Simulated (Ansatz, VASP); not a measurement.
**One calculation of HfSi3, two programs**

```xyz
4
Lattice="0.0000 3.2402 3.2402 3.2402 0.0000 3.2402 3.2402 3.2402 0.0000" Properties=species:S:1:pos:R:3 pbc="T T T"
Hf    3.2402    3.2402    3.2402
Si    0.0000    0.0000    0.0000
Si    4.8603    4.8603    4.8603
Si    1.6201    1.6201    1.6201
```

Alike in both runs: task relaxation of cell and atoms; functional PBE; k mesh 12 × 12 × 12; occupations gaussian, width 0.1 eV; no spin polarisation.

|  | VASP | Ansatz |
| --- | --- | --- |
| version | VASP 6.6.1 | Ansatz 0.2.0 |
| potentials or method | VASP PAW PBE potentials, release 64 (Hf_pv, Si), cutoff 600 eV | scalar-relativistic, plane waves, PAW |
| valence electrons in the cell | 22 | 38 |

|  | VASP | Ansatz | Ansatz less VASP |
| --- | --- | --- | --- |
| gap on the k mesh at the Fermi level, each at its own relaxed structure (eV) | none | none | - |
| relaxed volume (Å³/atom) | 16.79 | 16.83 | +0.036 |
| relaxed cell length with the largest relative difference (Å) | 4.563 | 4.566 | +0.0032 |

A gap of «none» marks a metal or a gap that the smearing closes. VASP's potentials hold 22 valence electrons a cell and Ansatz's 38, so a difference there can come from the potentials and not from the codes.

Spin-orbit coupling is off throughout.
